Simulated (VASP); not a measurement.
A run of VASP 6.6.1:

Contents of POSCAR:

```
ZnSe
1.0
    0.0000000000      2.8166002461      2.8166002461
    2.8166002461      0.0000000000      2.8166002461
    2.8166002461      2.8166002461      0.0000000000
Zn Se
1 1
Direct
    0.0000000000      0.0000000000      0.0000000000
    0.2500000000      0.2500000000      0.2500000000
```

The input INCAR.step1:

```
SYSTEM = ZnSe
PREC = Accurate
ENCUT = 520
EDIFF = 1E-5
ISMEAR = 0
SIGMA = 0.01
LREAL = .FALSE.
LASPH = .TRUE.
NELM = 80
ALGO = Normal
ISIF = 2
LWAVE = .TRUE.
LCHARG = .FALSE.
GGA = PE
NBANDS = 16
```

INCAR.step2

```
SYSTEM = ZnSe
PREC = Accurate
ENCUT = 520
EDIFF = 1E-6
ISMEAR = 0
SIGMA = 0.01
LREAL = .FALSE.
LASPH = .TRUE.
NELM = 80
ALGO = Normal
ISIF = 2
LWAVE = .FALSE.
LCHARG = .FALSE.
GGA = PE
LHFCALC = .TRUE.
AEXX = 0.25
PRECFOCK = Normal
ISTART = 1
NBANDS = 16
```

The input KPOINTS:

```
regular mesh
0
G
  6 6 6
  0 0 0
```

Potentials or basis: VASP PAW PBE potentials, release 64 (Zn, Se).

The run is started by

```console
$ cat potpaw_PBE.64/Zn/POTCAR potpaw_PBE.64/Se/POTCAR > POTCAR
$ cp INCAR.step1 INCAR
$ mpirun -np 1 vasp_std > vasp.out
$ cp INCAR.step2 INCAR
$ mpirun -np 1 vasp_std > vasp.out
```

Hardware: 1 thread of Intel(R) Xeon(R) Platinum 8259CL CPU @ 2.50GHz (Skylake/Cascade Lake), on a shared host.

Estimate the wall time of this run.

It took 38 min on 1 thread of Intel(R) Xeon(R) Platinum 8259CL CPU @ 2.50GHz (Skylake/Cascade Lake), on a shared host, peak memory 0.2 GiB. Counts: k points 16.
